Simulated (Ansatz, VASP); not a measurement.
## TiO: VASP beside Ansatz

```
Ti O
1.0
     5.03428    0.00000    0.00000
    -2.51714    4.35982    0.00000
     0.00000    0.00000    2.71408
Ti O
3 3
Cartesian
  2.5171 1.4533 1.3570
  0.0000 2.9065 1.3570
  0.0000 0.0000 0.0000
  1.5191 2.6311 0.0000
  1.9961 0.0000 0.0000
  -0.9981 1.7287 0.0000
```

Alike in both runs: functional PBEsol; k mesh 3 × 3 × 2; occupations gaussian, width 0.1 eV; no spin polarisation.

Ansatz relaxed the structure, and its values are those at the end. VASP's run is a single point on that final structure, the one shown.

|  | VASP | Ansatz |
| --- | --- | --- |
| version | VASP 6.6.1 | Ansatz 0.2.0 |
| potentials or method | VASP PAW PBE potentials, release 64 (Ti_sv, O), cutoff 520 eV | scalar-relativistic, plane waves, PAW |
| valence electrons in the cell | 54 | 54 |

Ansatz gave:

```
gap on the k mesh at the Fermi level (eV) : none
pressure (GPa)                            : 0.0
```

What did VASP give for the same quantities?

gap on the k mesh at the Fermi level (eV): none; pressure (GPa): 0.8.

VASP's potentials were made for PBE, not for PBEsol. A gap of «none» marks a metal or a gap that the smearing closes.

The k mesh is coarse, so the values compare programs but aren't converged.
